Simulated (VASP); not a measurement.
# Pb (Fd-3m) in VASP: further runs

Pb is run at these levels: revPBE; tasks: single point.

Everything below comes from runs of VASP 6.6.1. Logs are shortened: lines on timing, memory, paths and dates and some standing lists are left out, and cuts for length are marked.

### 1 The cell of the first run

Symmetry: Fd-3m, No. 227, cubic system. Conventional cell: a = 7.140 Å, b = 7.140 Å, c = 7.140 Å, α = 90.00°, β = 90.00°, γ = 90.00°. Pb (site symmetry -43m) has 4 Pb at 3.09 Å within 4.1 Å.

### 2 Single point, revPBE

Input file INCAR:

```
SYSTEM = Pb
PREC     = Accurate       ! precision mode
ENCUT    = 520            ! plane-wave cutoff, eV
EDIFF    = 1E-6           ! SCF threshold, eV
ISMEAR   = -1             ! smearing method
SIGMA    = 0.1            ! smearing width, eV
LREAL    = .FALSE.        ! projectors in reciprocal space
LASPH    = .TRUE.         ! aspherical terms in the spheres
NELM     = 100            ! most SCF steps
ALGO     = Normal         ! electronic algorithm
ISIF     = 2              ! what is computed and relaxed
LWAVE    = .FALSE.        ! write WAVECAR
LCHARG   = .TRUE.         ! write CHGCAR
GGA      = RE             ! functional
LELF     = .TRUE.         ! ELF
LVHAR    = .TRUE.       
NBANDS   = 21             ! bands
```

Input file KPOINTS:

```
Automatic mesh
0
G
  8 8 8
  0 0 0
```

Input file POSCAR:

```
Pb
1.0
    0.0000000000      3.5697553477      3.5697553477
    3.5697553477      0.0000000000      3.5697553477
    3.5697553477      3.5697553477      0.0000000000
Pb
2
Direct
    0.1250000000      0.1250000000      0.1250000000
    0.8750000000      0.8750000000      0.8750000000
```

Potentials or basis: VASP PAW PBE potentials, release 64 (Pb_d).

Run with:

```console
$ cat potpaw_PBE.64/Pb_d/POTCAR > POTCAR
$ mpirun -np 1 vasp_std > vasp.out
```

OUTCAR:

```text
SYSTEM = Pb
   PREC = Accurate
   ENCUT = 520
   EDIFF = 1E-6
   ISMEAR = -1
   LREAL = .FALSE.
   LASPH = .TRUE.
   NELM = 100
   ISIF = 2
   GGA = RE

 ion  position               nearest neighbor table
   1  0.125  0.125  0.125-   2 3.09   2 3.09   2 3.09   2 3.09
   2  0.875  0.875  0.875-   1 3.09   1 3.09   1 3.09   1 3.09

  LATTYP: Found a face centered cubic cell.
 ALAT       =     7.1395106954

  Lattice vectors:

 A1 = (   0.0000000000,   3.5697553477,   3.5697553477)
 A2 = (   3.5697553477,   0.0000000000,   3.5697553477)
 A3 = (   3.5697553477,   3.5697553477,   0.0000000000)

Analysis of symmetry for initial positions (statically):
=====================================================================
 Subroutine PRICEL returns:
 Original cell was already a primitive cell.

 Routine SETGRP: Setting up the symmetry group for a
 face centered cubic supercell.

 Subroutine GETGRP returns: Found 48 space group operations
 (whereof 12 operations were pure point group operations)
 out of a pool of 48 trial point group operations.

The static configuration has the point symmetry D_3d.
 The point group associated with its full space group is O_h .

Analysis of symmetry for dynamics (positions and initial velocities):
=====================================================================
 Subroutine PRICEL returns:
 Original cell was already a primitive cell.

 Routine SETGRP: Setting up the symmetry group for a
 face centered cubic supercell.

 Subroutine GETGRP returns: Found 48 space group operations
 (whereof 12 operations were pure point group operations)
 out of a pool of 48 trial point group operations.

The dynamic configuration has the point symmetry D_3d.
 The point group associated with its full space group is O_h .

 Subroutine INISYM returns: Found 48 space group operations
 (whereof 12 operations are pure point group operations),
 and found     1 'primitive' translations

----------------------------------------------------------------------------------------

                                     Primitive cell

  volume of cell :      90.9799

  direct lattice vectors                    reciprocal lattice vectors
     0.000000000  3.569755348  3.569755348    -0.140065621  0.140065621  0.140065621
     3.569755348  0.000000000  3.569755348     0.140065621 -0.140065621  0.140065621
     3.569755348  3.569755348  0.000000000     0.140065621  0.140065621 -0.140065621

  length of vectors
     5.048396427  5.048396427  5.048396427     0.242600772  0.242600772  0.242600772

  position of ions in fractional coordinates (direct lattice)
     0.125000000  0.125000000  0.125000000
     0.875000000  0.875000000  0.875000000

  ion indices of the primitive-cell ions
   primitive index   ion index
                 1           1
                 2           2

----------------------------------------------------------------------------------------

 KPOINTS: Automatic mesh

Automatic generation of k-mesh.
 Grid dimensions read from file:
 generate k-points for:    8    8    8

 Generating k-lattice:

  Cartesian coordinates                     Fractional coordinates (reciprocal lattice)
    -0.017508203  0.017508203  0.017508203     0.125000000  0.000000000  0.000000000
     0.017508203 -0.017508203  0.017508203     0.000000000  0.125000000  0.000000000
     0.017508203  0.017508203 -0.017508203     0.000000000  0.000000000  0.125000000

  Length of vectors
     0.030325097  0.030325097  0.030325097

  Shift w.r.t. Gamma in fractional coordinates (k-lattice)
     0.000000000  0.000000000  0.000000000

 Subroutine IBZKPT returns following result:
 ===========================================

 Found     29 irreducible k-points:

 Following reciprocal coordinates:
            Coordinates               Weight
  0.000000  0.000000  0.000000      1.000000
  0.125000  0.000000  0.000000      8.000000
  0.250000  0.000000  0.000000      8.000000
  0.375000  0.000000  0.000000      8.000000
  0.500000  0.000000  0.000000      4.000000
  0.125000  0.125000  0.000000      6.000000
[... 16 lines left out ...]
  0.500000  0.250000  0.125000     48.000000
 -0.375000  0.250000  0.125000     24.000000
 [... further k-points ...]
   k-points           NKPTS =     29   k-points in BZ     NKDIM =     29   number of bands    NBANDS=     21
   number of dos      NEDOS =    301   number of ions     NIONS =      2
   total plane-waves  NPLWV =  64000
   dimension x,y,z NGX =    40 NGY =   40 NGZ =   40
   dimension x,y,z NGXF=    80 NGYF=   80 NGZF=   80
   ions per type =               2
   NGX,Y,Z   is equivalent  to a cutoff of  13.17, 13.17, 13.17 a.u.
   NGXF,Y,Z  is equivalent  to a cutoff of  26.34, 26.34, 26.34 a.u.
 SYSTEM =  Pb
   PREC   = accura    normal or accurate (medium, high low for compatibility)
   ISTART =      0    job   : 0-new  1-cont  2-samecut
   ICHARG =      2    charge: 1-file 2-atom 10-const
   ISPIN  =      1    spin polarized calculation?
   LNONCOLLINEAR =      F non collinear calculations
   LSORBIT =      F    spin-orbit coupling
   LASPH  =      T    aspherical Exc in radial PAW
   ENCUT  =  520.0 eV  38.22 Ry    6.18 a.u.   9.39  9.39  9.39*2*pi/ulx,y,z
   NELM   =    100;   NELMIN=  2; NELMDL= -5     # of ELM steps
   EDIFF  = 0.1E-05   stopping-criterion for ELM
   LREAL  =      F    real-space projection
   EDIFFG = 0.1E-04   stopping-criterion for IOM
   NSW    =      0    number of steps for IOM
   IBRION =     -1    ionic relax: 0-MD 1-quasi-New 2-CG
   NFREE  =      0    steps in history (QN), initial steepest desc. (CG)
   ISIF   =      2    stress and relaxation
   ISYM   =      2    0-nonsym 1-usesym 2-fastsym
   POTIM  = 0.5000    time-step for ionic-motion
   TEBEG  =    0.0;   TEEND  =   0.0 temperature during run
   PSTRESS=    0.0 pullay stress
   NELECT =      28.0000    total number of electrons
   NUPDOWN=      -1.0000    fix difference up-down
   EMIN   =  10.00;   EMAX   =-10.00  energy-range for DOS
   EFERMI =   0.00;   METHOD = LEGACY
   ISMEAR =    -1;   SIGMA  =   0.10  broadening in eV -4-tet -1-fermi 0-gaus
   EFERMI_NEDOS =   21; number of points for ismear=-14 and -15
   IALGO  =     38    algorithm
   IMIX   =      4    mixing-type and parameters
     AMIX     =   0.40;   BMIX     =  1.00
     AMIX_MAG =   1.60;   BMIX_MAG =  1.00
  volume/ion in A,a.u.               =      45.49       306.98
  Fermi-wavevector in a.u.,A,eV,Ry     =   1.105297  2.088709 16.621990  1.221682
  Thomas-Fermi vector in A             =   2.241782
   LORBIT       =      0    0 simple, 1 ext, 2 COOP (PROOUT), +10 PAW based schemes
   GGA     = RE    functional components
   LHFCALC =     F    Hartree Fock is set to
   AEXX    =    0.0000 exact exchange contribution
   IVDW    =     0    specifies the selected vdW correction
   LEPSILON=     F    determine dielectric tensor
   LRPA    =     F    only Hartree local field effects (RPA)
 non-spin polarized calculation
  energy-cutoff  :      520.00
  volume of cell :       90.98
 maximum number of plane-waves:      2469
 NGX is ok and might be reduce to    40
   NGX = 19   NGY = 19   NGZ = 19

 number of electron      28.0000002 magnetization

 Free energy of the ion-electron system (eV)
  ---------------------------------------------------
  ext. energy  EPLUGINS =         0.00000000
  ---------------------------------------------------
  free energy    TOTEN  =        -6.04359128 eV

  energy without entropy =       -6.02277521  energy(sigma->0) =       -6.03318325

 E-fermi :   3.5003     XC(G=0):  -7.8022

 val. band max:        3.3033230494   @ k =   0.1250   0.1250   0.0000
 cond. band min:       3.5612389658   @ k =  -0.1250   0.1250   0.0000
 fundamental gap:      0.2579159163
 Fermi energy:         3.5003081170

 k-point     1 :       0.0000    0.0000    0.0000
  band No.  band energies     occupation
      1     -13.5526      2.00000
      2     -13.5526      2.00000
      3     -13.5526      2.00000
      4     -13.4946      2.00000
      5     -13.4946      2.00000
      6     -13.1723      2.00000
[... 13 lines left out ...]
     20      11.4764      0.00000
     21      11.4764      0.00000

 k-point     2 :       0.1250    0.0000    0.0000
  band No.  band energies     occupation
      1     -13.5639      2.00000
      2     -13.5639      2.00000
      3     -13.5496      2.00000
      4     -13.4788      2.00000
      5     -13.4788      2.00000
      6     -13.1969      2.00000
[... 13 lines left out ...]
     20      10.7009      0.00000
     21      10.7009      0.00000

 k-point     3 :       0.2500    0.0000    0.0000
  band No.  band energies     occupation
      1     -13.5789      2.00000
      2     -13.5789      2.00000
      3     -13.5419      2.00000
      4     -13.4536      2.00000
      5     -13.4536      2.00000
      6     -13.2203      2.00000
[... 13 lines left out ...]
     20      10.4908      0.00000
     21      10.4908      0.00000

 k-point     4 :       0.3750    0.0000    0.0000
  band No.  band energies     occupation
      1     -13.5873      2.00000
      2     -13.5873      2.00000
      3     -13.5339      2.00000
      4     -13.4371      2.00000
      5     -13.4371      2.00000
      6     -13.2336      2.00000
[... 13 lines left out ...]
     20      11.0040      0.00000
     21      11.0040      0.00000

 k-point     5 :       0.5000    0.0000    0.0000
  band No.  band energies     occupation
      1     -13.5896      2.00000
      2     -13.5896      2.00000
      3     -13.5304      2.00000
      4     -13.4322      2.00000
      5     -13.4322      2.00000
      6     -13.2372      2.00000
[... 13 lines left out ...]
     20      11.1252      0.00000
     21      11.6391      0.00000

 k-point     6 :       0.1250    0.1250    0.0000
  band No.  band energies     occupation
      1     -13.5619      2.00000
      2     -13.5614      2.00000
      3     -13.5614      2.00000
      4     -13.4819      2.00000
      5     -13.4620      2.00000
      6     -13.2297      2.00000
[... 13 lines left out ...]
     20       9.8242      0.00000
     21      11.6946      0.00000

 k-point     7 :       0.2500    0.1250    0.0000
  band No.  band energies     occupation
      1     -13.5827      2.00000
      2     -13.5737      2.00000
      3     -13.5485      2.00000
      4     -13.4616      2.00000
      5     -13.4332      2.00000
      6     -13.2618      2.00000
[... 13 lines left out ...]
     20       9.8099      0.00000
     21      11.2777      0.00000
[... 291 lines left out ...]
      1     -13.6274      2.00000
      2     -13.6055      2.00000
      3     -13.4713      2.00000
      4     -13.3862      2.00000
      5     -13.3458      2.00000
      6     -13.3276      2.00000
[... 13 lines left out ...]
     20      11.4272      0.00000
     21      12.7187      0.00000

 k-point    21 :       0.5000    0.5000    0.0000
  band No.  band energies     occupation
      1     -13.6048      2.00000
      2     -13.6048      2.00000
      3     -13.4729      2.00000
      4     -13.4729      2.00000
      5     -13.3287      2.00000
      6     -13.3287      2.00000
[... 13 lines left out ...]
     20      11.1313      0.00000
     21      13.3369      0.00000

 k-point    22 :       0.3750    0.2500    0.1250
  band No.  band energies     occupation
      1     -13.5938      2.00000
      2     -13.5920      2.00000
      3     -13.5292      2.00000
      4     -13.4422      2.00000
      5     -13.4025      2.00000
      6     -13.2954      2.00000
[... 13 lines left out ...]
     20      10.5871      0.00000
     21      11.3212      0.00000

 k-point    23 :       0.5000    0.2500    0.1250
  band No.  band energies     occupation
      1     -13.6123      2.00000
      2     -13.6007      2.00000
      3     -13.4985      2.00000
      4     -13.4196      2.00000
      5     -13.3834      2.00000
      6     -13.3106      2.00000
[... 13 lines left out ...]
     20      10.6534      0.00000
     21      11.6915      0.00000

 k-point    24 :      -0.3750    0.2500    0.1250
  band No.  band energies     occupation
      1     -13.6199      2.00000
      2     -13.6030      2.00000
      3     -13.4841      2.00000
      4     -13.4029      2.00000
      5     -13.3852      2.00000
      6     -13.3057      2.00000
[... 13 lines left out ...]
     20      11.1893      0.00000
     21      11.8107      0.00000

 [... further k-points ...]
[... 5 lines left out ...]
  --------------------------------------------------------------------------------------
  -------------------------------------------------------------------------------------
  Total       -0.0389126     -0.0389126     -0.0389126     -0.0000000      0.0000000     -0.0000000
  in kB       -0.6852607     -0.6852607     -0.6852607     -0.0000000      0.0000000     -0.0000000
  external PRESSURE =      -0.6852607 kB  Pullay stress =       0.0000000 kB

 VOLUME and BASIS-vectors are now :
 -----------------------------------------------------------------------------
  energy-cutoff  :      520.00
  volume of cell :       90.98
      direct lattice vectors                 reciprocal lattice vectors
     0.000000000  3.569755348  3.569755348    -0.140065621  0.140065621  0.140065621
     3.569755348  0.000000000  3.569755348     0.140065621 -0.140065621  0.140065621
     3.569755348  3.569755348  0.000000000     0.140065621  0.140065621 -0.140065621

 POSITION                                       TOTAL-FORCE (eV/Angst)
 -----------------------------------------------------------------------------------
      0.89244      0.89244      0.89244        -0.000000     -0.000000     -0.000000
      6.24707      6.24707      6.24707         0.000000      0.000000      0.000000
 -----------------------------------------------------------------------------------
    total drift:                                0.000000      0.000000     -0.000000

  FREE ENERGIE OF THE ION-ELECTRON SYSTEM (eV)
  ---------------------------------------------------
  free  energy   TOTEN  =        -6.0435912832 eV

  energy  without entropy=       -6.0227752084  energy(sigma->0) =       -6.03318325
```

Wall time 38 s (1 thread of Intel Xeon 6975P-C (Granite Rapids), shared host); peak memory 0.25 GiB.

Results:

| Property | Result |
| --- | --- |
| Free energy | -6.0436 eV |
| Pressure | -0.1 GPa |
| Band gap on the k mesh | zero (band 14 reaches 3.85 eV, above the bottom of band 15 at 2.87 eV) |

Levels at points of the mesh, in eV from the Fermi level:
```csv
k point,band 10,band 11,band 12,band 13,band 14,band 15,band 16,band 17,band 18,band 19
"(0.00, 0.00, 0.00)",-16.67,-10.53,-4.49,0.35,0.35,0.35,2.33,2.33,2.33,4.19
"(0.50, 0.00, 0.00)",-16.61,-9.39,-6.98,-0.92,-0.64,-0.64,3.38,3.38,5.59,6.40
"(0.50, 0.50, 0.00)",-16.59,-8.25,-8.25,-1.68,-1.68,0.94,0.94,6.50,6.50,7.63
```

Caveat: the PAW data sets were made with another functional, which shifts forces and pressure a little; spin-orbit coupling is left out, which moves the levels of the heavy elements.

### 3 Single point, revPBE (volume scaled by 0.88)

Input file INCAR:

```
SYSTEM = Pb
PREC = Accurate
ENCUT = 520
EDIFF = 1E-6
ISMEAR = -1
SIGMA = 0.1
LREAL = .False.
LASPH = .True.
NELM = 80
ALGO = Normal
ISIF = 2
LWAVE = .False.
LCHARG = .False.
GGA = RE
NBANDS = 21
```

Input file KPOINTS:

```
Automatic mesh
0
Gamma
  9 9 9
  0 0 0
```

Input file POSCAR:

```
Pb
1.0
    0.0000000000      3.4208393315      3.4208393315
    3.4208393315      0.0000000000      3.4208393315
    3.4208393315      3.4208393315      0.0000000000
Pb
2
Direct
    0.1250000000      0.1250000000      0.1250000000
    0.8750000000      0.8750000000      0.8750000000
```

Potentials or basis: VASP PAW PBE potentials, release 64 (Pb_d).

Run with:

```console
$ cat potpaw_PBE.64/Pb_d/POTCAR > POTCAR
$ mpirun -np 1 vasp_std > vasp.out
```

It took 26 s on 1 thread of Intel Xeon 6975P-C (Granite Rapids), shared host; peak memory 0.21 GiB.

It converged, with:

```yaml
Free_energy: -5.9260 eV
Pressure: 3.8 GPa
Band_gap_on_the_k_mesh: zero (band 14 reaches 4.99 eV, above the bottom of band 15 at 3.84 eV)
```

Levels at points of the mesh, in eV from the Fermi level:
```csv
k point,band 11,band 12,band 13,band 14,band 15,band 16,band 17,band 18
"(0.00, 0.00, 0.00)",-11.24,-3.84,0.39,0.39,0.39,2.41,2.41,2.41
```

Caveat: the PAW data sets were made with another functional, which shifts forces and pressure a little; spin-orbit coupling is left out, which moves the levels of the heavy elements.

### 4 Single point, revPBE (volume scaled by 0.92)

Edit INCAR of step 3 so:

```diff
@@ -8,3 +8,3 @@
 LASPH = .True.
-NELM = 80
+NELM = 60
 ALGO = Normal
```

Input file KPOINTS:

```
regular mesh
0
Gamma
  9 9 9
  0 0 0
```

Input file POSCAR:

```
Pb
1.0
    0.0000000000      3.4719041635      3.4719041635
    3.4719041635      0.0000000000      3.4719041635
    3.4719041635      3.4719041635      0.0000000000
Pb
2
Direct
    0.1250000000      0.1250000000      0.1250000000
    0.8750000000      0.8750000000      0.8750000000
```

Run with:

```console
$ cat potpaw_PBE.64/Pb_d/POTCAR > POTCAR
$ mpirun -np 1 vasp_std > vasp.out
```

Wall time 41 s (1 thread of Intel Xeon 6975P-C (Granite Rapids), shared host); peak memory 0.24 GiB.

It converged, with:

```yaml
Free_energy: -5.9952 eV
Pressure: 2.2 GPa
Band_gap_on_the_k_mesh: zero (band 14 reaches 4.57 eV, above the bottom of band 15 at 3.49 eV)
```

Levels at points of the mesh, in eV from the Fermi level:
```csv
k point,band 11,band 12,band 13,band 14,band 15,band 16,band 17,band 18
"(0.00, 0.00, 0.00)",-10.98,-4.07,0.37,0.37,0.37,2.39,2.39,2.39
```

Caveat: the PAW data sets were made with another functional, which shifts forces and pressure a little; spin-orbit coupling is left out, which moves the levels of the heavy elements.

### 5 Single point, revPBE (volume scaled by 0.96)

Input file INCAR:

```
  PREC = Accurate
  ENCUT = 520
  EDIFF = 1E-6
  ISMEAR = -1
  SIGMA = 0.1
  LREAL = F
  LASPH = T
  NELM = 60
  ALGO = Normal
  ISIF = 2
  LWAVE = F
  LCHARG = F
  GGA = RE
  NBANDS = 21
```

Input file KPOINTS:

```
regular mesh
0
Gamma
  9 9 9
```

Input file POSCAR:

```
Pb
1.0
    0.0000000000      3.5215094963      3.5215094963
    3.5215094963      0.0000000000      3.5215094963
    3.5215094963      3.5215094963      0.0000000000
Pb
2
Direct
    0.1250000000      0.1250000000      0.1250000000
    0.8750000000      0.8750000000      0.8750000000
```

Run with:

```console
$ cat potpaw_PBE.64/Pb_d/POTCAR > POTCAR
$ mpirun -np 1 vasp_std > vasp.out
```

It took 32 s on 1 thread of Intel Xeon 6975P-C (Granite Rapids), shared host; peak memory 0.25 GiB.

The run converged. Its results:

```yaml
Free_energy: -6.0318 eV
Pressure: 0.9 GPa
Band_gap_on_the_k_mesh: zero (band 14 reaches 4.19 eV, above the bottom of band 15 at 3.18 eV)
```

Levels at points of the mesh, in eV from the Fermi level:
```tsv
k point	band 11	band 12	band 13	band 14	band 15	band 16	band 17	band 18
(0.00, 0.00, 0.00)	-10.73	-4.29	0.36	0.36	0.36	2.36	2.36	2.36
```

Caveat: the PAW data sets were made with another functional, which shifts forces and pressure a little; spin-orbit coupling is left out, which moves the levels of the heavy elements.

### 6 The runs side by side

```csv
cell,k mesh,gap on the mesh (eV),pressure (GPa)
"a = 5.048 Å, angles 60.0°, 2 atoms",8 × 8 × 8,none,-0.1
"a = 4.838 Å, angles 60.0°, 2 atoms",9 × 9 × 9,none,3.8
"a = 4.910 Å, angles 60.0°, 2 atoms",9 × 9 × 9,none,2.2
"a = 4.980 Å, angles 60.0°, 2 atoms",9 × 9 × 9,none,0.9
```

Alike in all rows: task single point; level revPBE; potentials or basis VASP PAW PBE potentials, release 64 (Pb_d); no spin polarisation; cutoff (eV) 520; smearing fermi-dirac 0.1 eV.

Caveats: the PAW data sets were made with another functional, which shifts forces and pressure a little; spin-orbit coupling is left out, which moves the levels of the heavy elements.

Total energies depend on the potentials used, so only differences within one code and one set of settings carry meaning.
